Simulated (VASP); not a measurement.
## WSe2: single point with PBE+U

WSe2:

```
W Se
1.0
     3.37591    0.00000    0.00000
    -1.68796    2.92362    0.00000
     0.00000    0.00000   27.03500
W Se
4 8
Direct
  0.66667 0.33333 0.87502
  0.66667 0.33333 0.37495
  0.33333 0.66667 0.62505
  0.33333 0.66667 0.12498
  0.33333 0.66667 0.93599
  0.33333 0.66667 0.43592
  0.66667 0.33333 0.68601
  0.66667 0.33333 0.18596
  0.33333 0.66667 0.81404
  0.33333 0.66667 0.31399
  0.66667 0.33333 0.56408
  0.66667 0.33333 0.06401
```

```yaml
Program: VASP 6.6.1
Task: single point
Functional: PBE
Potentials_or_basis: VASP PAW PBE potentials, release 64 (W_sv, Se)
Cutoff: 520 eV
k_mesh: 12 × 12 × 1
Occupations: gaussian, width 0.02 eV
Spin: no spin polarisation
Hubbard_terms: W d U = 5.0 eV
```

```
Largest force : 0.484 eV/Å
```

Forces in eV/Å, atoms in the order of the input:
```
W    0.000  0.000  0.000
W    0.000  0.000  0.000
W    0.000  0.000  0.000
W    0.000  0.000  0.000
Se   0.000  0.000  0.481
Se   0.000  0.000  0.484
Se   0.000  0.000  0.484
Se   0.000  0.000  0.481
Se   0.000  0.000 -0.481
Se   0.000  0.000 -0.484
Se   0.000  0.000 -0.484
Se   0.000  0.000 -0.481
```

Levels at points of the mesh, in eV from the Fermi level:
```tsv
k point	band 49	band 50	band 51	band 52	band 53	band 54	band 55	band 56
(0.00, 0.00, 0.00)	-2.18	-1.58	-1.58	-1.38	1.29	1.29	1.29	1.29
(0.50, 0.00, 0.00)	-2.71	-2.63	-2.63	-2.58	0.85	0.86	0.87	0.87
```

Eigenvalues of the final occupation matrices:
```csv
site,spin,trace,eigenvalues
site 1 d,1,1.65,0.30 0.30 0.31 0.31 0.44
site 1 d,2,1.65,0.30 0.30 0.31 0.31 0.44
site 2 d,1,1.65,0.30 0.30 0.31 0.31 0.44
site 2 d,2,1.65,0.30 0.30 0.31 0.31 0.44
site 3 d,1,1.65,0.30 0.30 0.31 0.31 0.44
site 3 d,2,1.65,0.30 0.30 0.31 0.31 0.44
site 4 d,1,1.65,0.30 0.30 0.31 0.31 0.44
site 4 d,2,1.65,0.30 0.30 0.31 0.31 0.44
```

It took 11 min on 1 thread of Intel(R) Xeon(R) Platinum 8259CL CPU @ 2.50GHz (Skylake/Cascade Lake), with other jobs on the host, peak memory 0.55 GiB.

Caveat: the cell carries a net charge on a neutralising background, which shifts energy and pressure; the cell is charged against a uniform background, so pressure and absolute levels hang on convention; spin-orbit coupling is left out, which moves the levels of the heavy elements; U without spin polarisation on a metal has little footing.
